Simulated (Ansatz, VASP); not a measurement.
## Mg in VASP and in Ansatz

The input INCAR:

```
ALGO = Normal
EDIFF = 1E-6
ENCUT = 520
GGA = PE
ISIF = 2
ISMEAR = 0
LASPH = True
LCHARG = True
LELF = True
LREAL = False
LVHAR = True
LWAVE = False
NBANDS = 7
NELM = 100
PREC = Accurate
SIGMA = 0.15
```

KPOINTS

```
k-points
0
Gamma
  20 20 20
```

The input POSCAR:

```
Mg
1.0
   -1.8676239938      1.8676239938      1.7346520581
    1.8676239938     -1.8676239938      1.7346520581
    1.8676239938      1.8676239938     -1.7346520581
Mg
1
Direct
    0.0000000000      0.0000000000      0.0000000000
```

Input for Ansatz:

```yaml
crystal:
  lattice:
    - [-1.8676239938, 1.8676239938, 1.7346520581]
    - [1.8676239938, -1.8676239938, 1.7346520581]
    - [1.8676239938, 1.8676239938, -1.7346520581]
  atoms:
    - { symbol: Mg, position: [0.0, 0.0, 0.0] }
basis:
  ecutwfc: 520.0
kpoints:
  mp_grid: { grid: [20, 20, 20] }
hamiltonian:
  xc: pbe
  pseudopotentials: { kind: paw }
scf:
  occupations: { method: gaussian, width: 0.15 }
output:
  forces: true
  stress: true
  eigenvalues: true
```

Alike in both runs: task single point; functional PBE; k mesh 20 × 20 × 20; occupations gaussian, width 0.15 eV; no spin polarisation.

```csv
,VASP,Ansatz
version,VASP 6.6.1,Ansatz 0.2.0
potentials or method,"VASP PAW PBE potentials, release 64 (Mg), cutoff 520 eV","scalar-relativistic, plane waves, PAW"
valence electrons in the cell,2,10
```

```csv
,VASP,Ansatz,Ansatz less VASP
gap on the k mesh at the Fermi level (eV),none,none,-
pressure (GPa),-1.8,-1.7,+0.12
```

A gap of «none» marks a metal or a gap that the smearing closes. VASP's potentials hold 2 valence electrons a cell and Ansatz's 10, so a difference there can come from the potentials and not from the codes.
